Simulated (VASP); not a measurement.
# WSe2 in VASP: a series of runs

WSe2 is run at these levels: PBEsol; tasks: single point.

All numbers are computed with VASP 6.6.1; they aren't measurements. Logs are shortened: lines on timing, memory, paths and dates and some standing lists are left out, and cuts for length are marked.

## Step 1: The cell of the first run

The cell holds a slab with vacuum, 9 atoms: a = 3.271 Å, b = 3.299 Å, c = 29.185 Å, α = 90.00°, β = 90.00°, γ = 120.86°.

## Step 2: Single point, PBEsol (strain -0.0200 x Voigt [0, 0, 0, 0, 0, 1])

Input file INCAR:

```
SYSTEM = WSe2
PREC = Accurate
ENCUT = 520
EDIFF = 1E-7
ISMEAR = 0
SIGMA = 0.05
LREAL = .FALSE.
LASPH = .TRUE.
NELM = 100
ALGO = Normal
ISIF = 2
LWAVE = .FALSE.
LCHARG = .FALSE.
GGA = PS
NBANDS = 49
```

Input file KPOINTS:

```
Automatic mesh
0
G
  12 12 1
  0 0 0
```

Input file POSCAR:

```
WSe2
1.0
    3.2709028599     -0.0327090286      0.0000000000
   -1.6637782796      2.8490394843      0.0000000000
    0.0000000000      0.0000000000     29.1847504091
W Se
3 6
Direct
    0.6666666667      0.3333333333      0.0000000000
    0.3333333333      0.6666666667      0.7734641576
    0.3333333333      0.6666666667      0.2265358424
    0.3333333333      0.6666666667      0.0573689705
    0.6666666667      0.3333333333      0.8308403050
    0.6666666667      0.3333333333      0.2838341585
    0.3333333333      0.6666666667      0.9426310295
    0.6666666667      0.3333333333      0.7161658415
    0.6666666667      0.3333333333      0.1691596950
```

Potentials or basis: VASP PAW PBE potentials, release 64 (W_sv, Se).

Launch:

```sh
> cat potpaw_PBE.64/W_sv/POTCAR potpaw_PBE.64/Se/POTCAR > POTCAR
> mpirun -np 1 vasp_std > vasp.out
```

OUTCAR:

```text
SYSTEM = WSe2
   PREC = Accurate
   ENCUT = 520
   EDIFF = 1E-7
   ISMEAR = 0
   LREAL = .FALSE.
   LASPH = .TRUE.
   NELM = 100
   ISIF = 2
   GGA = PS

 ion  position               nearest neighbor table
   1  0.667  0.333  0.000-   4 2.51   7 2.51   4 2.52   7 2.52   4 2.54   7 2.54
   2  0.333  0.667  0.773-   8 2.51   5 2.51   8 2.52   5 2.52   8 2.53   5 2.54
   3  0.333  0.667  0.227-   6 2.51   9 2.51   6 2.52   9 2.52   6 2.53   9 2.54
   4  0.333  0.667  0.057-   1 2.51   1 2.52   1 2.54
   5  0.667  0.333  0.831-   2 2.51   2 2.52   2 2.54
   6  0.667  0.333  0.284-   3 2.51   3 2.52   3 2.53
   7  0.333  0.667  0.943-   1 2.51   1 2.52   1 2.54
   8  0.667  0.333  0.716-   2 2.51   2 2.52   2 2.53
   9  0.667  0.333  0.169-   3 2.51   3 2.52   3 2.54

  LATTYP: Found a simple monoclinic cell.
 ALAT       =     3.2426172534
 B/A-ratio  =     9.0003685690
 C/A-ratio  =     1.0087735139
 COS(beta)  =    -0.4869160342

  Lattice vectors:

 A1 = (   1.6071245803,   2.8163304557,   0.0000000000)
 A2 = (   0.0000000000,   0.0000000000, -29.1847504091)
 A3 = (  -3.2709028599,   0.0327090286,   0.0000000000)

Analysis of symmetry for initial positions (statically):
=====================================================================
 Subroutine PRICEL returns:
 Original cell was already a primitive cell.

 Routine SETGRP: Setting up the symmetry group for a
 simple monoclinic supercell.

 Subroutine GETGRP returns: Found  2 space group operations
 (whereof  2 operations were pure point group operations)
 out of a pool of  4 trial point group operations.

The static configuration has the point symmetry C_1h.

Analysis of symmetry for dynamics (positions and initial velocities):
=====================================================================
 Subroutine PRICEL returns:
 Original cell was already a primitive cell.

 Routine SETGRP: Setting up the symmetry group for a
 simple monoclinic supercell.

 Subroutine GETGRP returns: Found  2 space group operations
 (whereof  2 operations were pure point group operations)
 out of a pool of  4 trial point group operations.

The dynamic configuration has the point symmetry C_1h.

 Subroutine INISYM returns: Found  2 space group operations
 (whereof  2 operations are pure point group operations),
 and found     1 'primitive' translations

[... 114 lines left out ...]
   ISIF   =      2    stress and relaxation
   ISYM   =      2    0-nonsym 1-usesym 2-fastsym
   POTIM  = 0.5000    time-step for ionic-motion
   TEBEG  =    0.0;   TEEND  =   0.0 temperature during run
   PSTRESS=    0.0 pullay stress
   NELECT =      78.0000    total number of electrons
   NUPDOWN=      -1.0000    fix difference up-down
   EMIN   =  10.00;   EMAX   =-10.00  energy-range for DOS
   EFERMI =   0.00;   METHOD = LEGACY
   ISMEAR =     0;   SIGMA  =   0.05  broadening in eV -4-tet -1-fermi 0-gaus
   EFERMI_NEDOS =   21; number of points for ismear=-14 and -15
   IALGO  =     38    algorithm
   IMIX   =      4    mixing-type and parameters
     AMIX     =   0.40;   BMIX     =  1.00
     AMIX_MAG =   1.60;   BMIX_MAG =  1.00
  volume/ion in A,a.u.               =      30.04       202.74
  Fermi-wavevector in a.u.,A,eV,Ry     =   1.081717  2.044148 15.920327  1.170111
  Thomas-Fermi vector in A             =   2.217740
   LORBIT       =      0    0 simple, 1 ext, 2 COOP (PROOUT), +10 PAW based schemes
   GGA     = PS    functional components
   LHFCALC =     F    Hartree Fock is set to
   AEXX    =    0.0000 exact exchange contribution
   IVDW    =     0    specifies the selected vdW correction
   LEPSILON=     F    determine dielectric tensor
   LRPA    =     F    only Hartree local field effects (RPA)
 non-spin polarized calculation
 Gauss-broadening in eV      SIGMA  =   0.05
  energy-cutoff  :      520.00
  volume of cell :      270.38
 maximum number of plane-waves:      7348
   NGX = 13   NGY = 13   NGZ =109

 number of electron      78.0000002 magnetization

 Free energy of the ion-electron system (eV)
  ---------------------------------------------------
  ext. energy  EPLUGINS =         0.00000000
  ---------------------------------------------------
  free energy    TOTEN  =       -69.76659445 eV

  energy without entropy =      -69.76659445  energy(sigma->0) =      -69.76659445

 E-fermi :   2.7503     XC(G=0):  -7.6737

 val. band max:        2.3832717246   @ k =   0.0000   0.0000   0.0000
 cond. band min:       3.6263856373   @ k =   0.1667   0.1667   0.0000
 fundamental gap:      1.2431139127
 Fermi energy:         2.7502564491

 k-point     1 :       0.0000    0.0000    0.0000
  band No.  band energies     occupation
      1     -71.6977      2.00000
      2     -71.6950      2.00000
      3     -71.6950      2.00000
      4     -35.9636      2.00000
      5     -35.9612      2.00000
      6     -35.9612      2.00000
[... 1237 lines left out ...]
     48       5.7587      0.00000
     49       6.3968      0.00000

 [... further k-points ...]

------------------------ aborting loop because EDIFF is reached ----------------------------------------

  FORCE on cell =-STRESS in cart. coord.  units (eV):
  Direction    XX          YY          ZZ          XY          YZ          ZX
  --------------------------------------------------------------------------------------
  -------------------------------------------------------------------------------------
  Total        0.4707794      0.5162707      0.5920651      2.0251477      0.0000000      0.0000000
  in kB        2.7896491      3.0592120      3.5083391     12.0002089      0.0000000      0.0000000
  external PRESSURE =       3.1190667 kB  Pullay stress =       0.0000000 kB

 VOLUME and BASIS-vectors are now :
 -----------------------------------------------------------------------------
  energy-cutoff  :      520.00
  volume of cell :      270.38
      direct lattice vectors                 reciprocal lattice vectors
     3.270902860 -0.032709029  0.000000000     0.307521847  0.179586198  0.000000000
    -1.663778280  2.849039484  0.000000000     0.003530573  0.353057266  0.000000000
     0.000000000  0.000000000 29.184750409     0.000000000  0.000000000  0.034264470

 POSITION                                       TOTAL-FORCE (eV/Angst)
 -----------------------------------------------------------------------------------
      1.62601      0.92787      0.00000        -0.150522     -0.005261      0.000000
     -0.01888      1.88846     22.57336         0.151574      0.005185     -0.000870
     -0.01888      1.88846      6.61139         0.151574      0.005185      0.000870
     -0.01888      1.88846      1.67430         0.076256      0.002545      0.061833
      1.62601      0.92787     24.24787        -0.076051     -0.002591      0.062829
      1.62601      0.92787      8.28363        -0.076518     -0.002509      0.062102
     -0.01888      1.88846     27.51045         0.076256      0.002545     -0.061833
      1.62601      0.92787     20.90112        -0.076518     -0.002509     -0.062102
      1.62601      0.92787      4.93688        -0.076051     -0.002591     -0.062829
 -----------------------------------------------------------------------------------
    total drift:                               -0.000532      0.000261      0.000000

  FREE ENERGIE OF THE ION-ELECTRON SYSTEM (eV)
  ---------------------------------------------------
  free  energy   TOTEN  =       -69.7665944529 eV

  energy  without entropy=      -69.7665944529  energy(sigma->0) =      -69.76659445
```

OSZICAR:

```text
N       E                     dE             d eps       ncg     rms          rms(c)
DAV:   1     0.755164668320E+03    0.75516E+03   -0.41069E+04  8412   0.145E+03
DAV:   2    -0.162020447374E+02   -0.77137E+03   -0.74639E+03  8610   0.379E+02
DAV:   3    -0.706353799168E+02   -0.54433E+02   -0.53389E+02  8952   0.941E+01
[... 17 lines left out ...]
DAV:  21    -0.697665916694E+02   -0.49391E-05   -0.12084E-07  5816   0.129E-03    0.286E-04
DAV:  22    -0.697665940372E+02   -0.23679E-05   -0.61207E-08  5392   0.565E-04    0.227E-04
DAV:  23    -0.697665943052E+02   -0.26797E-06   -0.71790E-09  5112   0.253E-04    0.153E-04
DAV:  24    -0.697665944295E+02   -0.12429E-06   -0.38803E-09  4904   0.133E-04    0.150E-04
DAV:  25    -0.697665944529E+02   -0.23401E-07   -0.83070E-10  4640   0.863E-05
   1 F= -.69766594E+02 E0= -.69766594E+02  d E =-.787235E-27
```

It took 55 min on 1 thread of AMD EPYC 7R13, shared host; peak memory 0.87 GiB.

What came out:

```
Free energy            : -69.7666 eV
Largest force          : 0.152 eV/Å
Band gap on the k mesh : 1.24 eV (least direct gap 1.62 eV)
```

Forces in eV/Å, atoms in the order of the input:
```
W   -0.151 -0.005  0.000
W    0.152  0.005 -0.001
W    0.152  0.005  0.001
Se   0.076  0.003  0.062
Se  -0.076 -0.003  0.063
Se  -0.077 -0.003  0.062
Se   0.076  0.003 -0.062
Se  -0.077 -0.003 -0.062
Se  -0.076 -0.003 -0.063
```

Caveat: the cell differs from its parent crystal (strain -0.0200 x Voigt [0, 0, 0, 0, 0, 1]); the PAW data sets were made with another functional, which shifts forces and pressure a little; spin-orbit coupling is left out, which moves the levels of the heavy elements.

## Step 3: Single point, PBEsol (strain -0.0400 x Voigt [0, 0, 0, 0, 0, 1])

Input file INCAR:

```
PREC = Accurate
ENCUT = 520
EDIFF = 1E-6
ISMEAR = 0
SIGMA = 0.05
LREAL = F
LASPH = T
NELM = 60
ALGO = Normal
ISIF = 2
LWAVE = F
LCHARG = F
GGA = PS
NBANDS = 49
```

Input file KPOINTS:

```
Automatic mesh
0
Gamma
  12 12 1
```

Changes to POSCAR since step 2:

```diff
@@ -2,4 +2,4 @@
 1.0
-    3.2709028599     -0.0327090286      0.0000000000
-   -1.6637782796      2.8490394843      0.0000000000
+    3.2709028599     -0.0654180572      0.0000000000
+   -1.6921051293      2.8653939986      0.0000000000
     0.0000000000      0.0000000000     29.1847504091
```

Potentials or basis: VASP PAW PBE potentials, release 64 (W_sv, Se).

Launch:

```sh
> cat potpaw_PBE.64/W_sv/POTCAR potpaw_PBE.64/Se/POTCAR > POTCAR
> mpirun -np 1 vasp_std > vasp.out
```

OUTCAR:

```text
PREC = Accurate
   ENCUT = 520
   EDIFF = 1E-6
   ISMEAR = 0
   LREAL = F
   LASPH = T
   NELM = 60
   ISIF = 2
   GGA = PS

 ion  position               nearest neighbor table
   1  0.667  0.333  0.000-   4 2.50   7 2.50   4 2.52   7 2.52   4 2.55   7 2.55
   2  0.333  0.667  0.773-   8 2.50   5 2.50   8 2.52   5 2.52   8 2.55   5 2.55
   3  0.333  0.667  0.227-   6 2.50   9 2.50   6 2.52   9 2.52   6 2.55   9 2.55
   4  0.333  0.667  0.057-   1 2.50   1 2.52   1 2.55
   5  0.667  0.333  0.831-   2 2.50   2 2.52   2 2.55
   6  0.667  0.333  0.284-   3 2.50   3 2.52   3 2.55
   7  0.333  0.667  0.943-   1 2.50   1 2.52   1 2.55
   8  0.667  0.333  0.716-   2 2.50   2 2.52   2 2.55
   9  0.667  0.333  0.169-   3 2.50   3 2.52   3 2.55

  LATTYP: Found a simple monoclinic cell.
 ALAT       =     3.2144155840
 B/A-ratio  =     9.0793332867
 C/A-ratio  =     1.0177766034
 COS(beta)  =    -0.4736455831

  Lattice vectors:

 A1 = (   1.5787977306,   2.7999759414,   0.0000000000)
 A2 = (   0.0000000000,   0.0000000000, -29.1847504091)
 A3 = (  -3.2709028599,   0.0654180572,   0.0000000000)

Analysis of symmetry for initial positions (statically):
=====================================================================
 Subroutine PRICEL returns:
 Original cell was already a primitive cell.

 Routine SETGRP: Setting up the symmetry group for a
 simple monoclinic supercell.

 Subroutine GETGRP returns: Found  2 space group operations
 (whereof  2 operations were pure point group operations)
 out of a pool of  4 trial point group operations.

The static configuration has the point symmetry C_1h.

Analysis of symmetry for dynamics (positions and initial velocities):
=====================================================================
 Subroutine PRICEL returns:
 Original cell was already a primitive cell.

 Routine SETGRP: Setting up the symmetry group for a
 simple monoclinic supercell.

 Subroutine GETGRP returns: Found  2 space group operations
 (whereof  2 operations were pure point group operations)
 out of a pool of  4 trial point group operations.

The dynamic configuration has the point symmetry C_1h.

 Subroutine INISYM returns: Found  2 space group operations
 (whereof  2 operations are pure point group operations),
 and found     1 'primitive' translations

----------------------------------------------------------------------------------------

                                     Primitive cell

  volume of cell :     270.3013

  direct lattice vectors                    reciprocal lattice vectors
     3.270902860 -0.065418057  0.000000000     0.309379957  0.182698579  0.000000000
    -1.692105129  2.865393999  0.000000000     0.007063265  0.353163225  0.000000000
     0.000000000  0.000000000 29.184750409     0.000000000  0.000000000  0.034264470

  length of vectors
     3.271556975  3.327717316 29.184750409     0.359297549  0.353233851  0.034264470

  position of ions in fractional coordinates (direct lattice)
     0.666666667  0.333333333  0.000000000
     0.333333333  0.666666667  0.773464158
     0.333333333  0.666666667  0.226535842
     0.333333333  0.666666667  0.057368971
[... 41 lines left out ...]

 Found     74 irreducible k-points:

 Following reciprocal coordinates:
            Coordinates               Weight
  0.000000  0.000000  0.000000      1.000000
  0.083333  0.000000  0.000000      2.000000
  0.166667  0.000000  0.000000      2.000000
  0.250000  0.000000  0.000000      2.000000
  0.333333  0.000000  0.000000      2.000000
  0.416667  0.000000  0.000000      2.000000
[... 16 lines left out ...]
  0.250000  0.166667  0.000000      2.000000
  0.333333  0.166667  0.000000      2.000000
 [... further k-points ...]
   k-points           NKPTS =     74   k-points in BZ     NKDIM =     74   number of bands    NBANDS=     49
   number of dos      NEDOS =    301   number of ions     NIONS =      9
   total plane-waves  NPLWV = 150528
   dimension x,y,z NGX =    24 NGY =   28 NGZ =  224
   dimension x,y,z NGXF=    48 NGYF=   56 NGZF=  448
   ions per type =               3   6
   NGX,Y,Z   is equivalent  to a cutoff of  12.20, 13.99, 12.76 a.u.
   NGXF,Y,Z  is equivalent  to a cutoff of  24.39, 27.98, 25.52 a.u.
 SYSTEM =  unknown system
   PREC   = accura    normal or accurate (medium, high low for compatibility)
   ISTART =      0    job   : 0-new  1-cont  2-samecut
   ICHARG =      2    charge: 1-file 2-atom 10-const
   ISPIN  =      1    spin polarized calculation?
   LNONCOLLINEAR =      F non collinear calculations
   LSORBIT =      F    spin-orbit coupling
   LASPH  =      T    aspherical Exc in radial PAW
   ENCUT  =  520.0 eV  38.22 Ry    6.18 a.u.   6.08  6.19 54.26*2*pi/ulx,y,z
   NELM   =     60;   NELMIN=  2; NELMDL= -5     # of ELM steps
   EDIFF  = 0.1E-05   stopping-criterion for ELM
   LREAL  =      F    real-space projection
[... 7 lines left out ...]
   TEBEG  =    0.0;   TEEND  =   0.0 temperature during run
   PSTRESS=    0.0 pullay stress
   NELECT =      78.0000    total number of electrons
   NUPDOWN=      -1.0000    fix difference up-down
   EMIN   =  10.00;   EMAX   =-10.00  energy-range for DOS
   EFERMI =   0.00;   METHOD = LEGACY
   ISMEAR =     0;   SIGMA  =   0.05  broadening in eV -4-tet -1-fermi 0-gaus
   EFERMI_NEDOS =   21; number of points for ismear=-14 and -15
   IALGO  =     38    algorithm
   IMIX   =      4    mixing-type and parameters
     AMIX     =   0.40;   BMIX     =  1.00
     AMIX_MAG =   1.60;   BMIX_MAG =  1.00
  volume/ion in A,a.u.               =      30.03       202.68
  Fermi-wavevector in a.u.,A,eV,Ry     =   1.081825  2.044353 15.923512  1.170345
  Thomas-Fermi vector in A             =   2.217851
   LORBIT       =      0    0 simple, 1 ext, 2 COOP (PROOUT), +10 PAW based schemes
   GGA     = PS    functional components
   LHFCALC =     F    Hartree Fock is set to
   AEXX    =    0.0000 exact exchange contribution
   IVDW    =     0    specifies the selected vdW correction
   LEPSILON=     F    determine dielectric tensor
   LRPA    =     F    only Hartree local field effects (RPA)
 non-spin polarized calculation
 Gauss-broadening in eV      SIGMA  =   0.05
  energy-cutoff  :      520.00
  volume of cell :      270.30
 maximum number of plane-waves:      7338
   NGX = 13   NGY = 13   NGZ =109

 number of electron      78.0000002 magnetization

 Free energy of the ion-electron system (eV)
  ---------------------------------------------------
  ext. energy  EPLUGINS =         0.00000000
  ---------------------------------------------------
  free energy    TOTEN  =       -69.70561323 eV

  energy without entropy =      -69.70561323  energy(sigma->0) =      -69.70561323

 E-fermi :   2.7131     XC(G=0):  -7.6750

 val. band max:        2.3794991435   @ k =   0.0000   0.0000   0.0000
 cond. band min:       3.6266246664   @ k =   0.1667   0.1667   0.0000
 fundamental gap:      1.2471255229
 Fermi energy:         2.7130905696

 k-point     1 :       0.0000    0.0000    0.0000
  band No.  band energies     occupation
      1     -71.6903      2.00000
      2     -71.6876      2.00000
      3     -71.6876      2.00000
      4     -35.9589      2.00000
      5     -35.9564      2.00000
      6     -35.9563      2.00000
[... 1237 lines left out ...]
     48       5.7153      0.00000
     49       6.3981      0.00000

 [... further k-points ...]

------------------------ aborting loop because EDIFF is reached ----------------------------------------

  FORCE on cell =-STRESS in cart. coord.  units (eV):
  Direction    XX          YY          ZZ          XY          YZ          ZX
  --------------------------------------------------------------------------------------
  -------------------------------------------------------------------------------------
  Total        0.6340216      0.8172887      0.6257327      4.0448745      0.0000000      0.0000000
  in kB        3.7580839      4.8443768      3.7089527     23.9754894      0.0000000      0.0000000
  external PRESSURE =       4.1038045 kB  Pullay stress =       0.0000000 kB

 VOLUME and BASIS-vectors are now :
 -----------------------------------------------------------------------------
  energy-cutoff  :      520.00
  volume of cell :      270.30
      direct lattice vectors                 reciprocal lattice vectors
     3.270902860 -0.065418057  0.000000000     0.309379957  0.182698579  0.000000000
    -1.692105129  2.865393999  0.000000000     0.007063265  0.353163225  0.000000000
     0.000000000  0.000000000 29.184750409     0.000000000  0.000000000  0.034264470

 POSITION                                       TOTAL-FORCE (eV/Angst)
 -----------------------------------------------------------------------------------
      1.61657      0.91152      0.00000        -0.301792     -0.020683      0.000000
     -0.03777      1.88846     22.57336         0.303920      0.020700     -0.000558
     -0.03777      1.88846      6.61139         0.303920      0.020700      0.000558
     -0.03777      1.88846      1.67430         0.153073      0.010271      0.065361
      1.61657      0.91152     24.24787        -0.152636     -0.010315      0.066225
      1.61657      0.91152      8.28363        -0.153461     -0.010314      0.065604
     -0.03777      1.88846     27.51045         0.153073      0.010271     -0.065361
      1.61657      0.91152     20.90112        -0.153461     -0.010314     -0.065604
      1.61657      0.91152      4.93688        -0.152636     -0.010315     -0.066225
 -----------------------------------------------------------------------------------
    total drift:                               -0.000459      0.000216      0.000000

  FREE ENERGIE OF THE ION-ELECTRON SYSTEM (eV)
  ---------------------------------------------------
  free  energy   TOTEN  =       -69.7056132328 eV

  energy  without entropy=      -69.7056132328  energy(sigma->0) =      -69.70561323
```

It took 40 min on 1 thread of Oxide Virtual Turin-like, shared host; peak memory 0.87 GiB.

Results:

```
Free energy            : -69.7056 eV
Largest force          : 0.305 eV/Å
Band gap on the k mesh : 1.25 eV (least direct gap 1.62 eV)
```

Forces in eV/Å, atoms in the order of the input:
```
W   -0.302 -0.021  0.000
W    0.304  0.021 -0.001
W    0.304  0.021  0.001
Se   0.153  0.010  0.065
Se  -0.153 -0.010  0.066
Se  -0.153 -0.010  0.066
Se   0.153  0.010 -0.065
Se  -0.153 -0.010 -0.066
Se  -0.153 -0.010 -0.066
```

Caveat: the cell differs from its parent crystal (strain -0.0400 x Voigt [0, 0, 0, 0, 0, 1]); the PAW data sets were made with another functional, which shifts forces and pressure a little; spin-orbit coupling is left out, which moves the levels of the heavy elements.
